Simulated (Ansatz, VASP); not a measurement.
# Cu: VASP beside Ansatz

File INCAR:

```
PREC = Accurate ; ENCUT = 600
EDIFF = 1E-6 ; ISMEAR = -5
SIGMA = 0.1 ; LREAL = False
LASPH = True ; NELM = 120
ALGO = Normal ; ISIF = 2
LWAVE = False ; LCHARG = False
GGA = PE ; NBANDS = 12
GGA_COMPAT = False
```

Contents of KPOINTS:

```
regular mesh
0
Gamma
  14 14 14
```

File POSCAR:

```
Cu
1.0
    0.0000000000      1.7966500000      1.7966500000
    1.7966500000      0.0000000000      1.7966500000
    1.7966500000      1.7966500000      0.0000000000
Cu
1
Direct
    0.0000000000      0.0000000000      0.0000000000
```

Input for Ansatz:

```yaml
crystal:
  lattice:
    - [0.0, 1.79665, 1.79665]
    - [1.79665, 0.0, 1.79665]
    - [1.79665, 1.79665, 0.0]
  atoms:
    - { symbol: Cu, position: [0.0, 0.0, 0.0] }
hamiltonian:
  xc: pbe
  pseudopotentials: { kind: paw }
basis:
  ecutwfc: 420
kpoints:
  mp_grid: { grid: [14, 14, 14] }
scf:
  occupations: { method: tetrahedron }
  lower_state_search: "off"
  max_iter: 70
output:
  forces: true
  stress: true
```

Alike in both runs: task single point; functional PBE; k mesh 14 × 14 × 14; occupations tetrahedron; no spin polarisation.

```csv
,VASP,Ansatz
version,VASP 6.6.1,Ansatz 0.2.0
potentials or method,"VASP PAW PBE potentials, release 64 (Cu), cutoff 600 eV","PAW, plane waves, scalar-relativistic"
valence electrons in the cell,11,19
```

```csv
,VASP,Ansatz,Ansatz less VASP
pressure (GPa),5.1,4.5,-0.60
```

VASP's potentials hold 11 valence electrons a cell and Ansatz's 19, so a difference there can come from the potentials and not from the codes. Ansatz's warnings: band table not solved further, tetrahedron derivatives may miss energy slope.
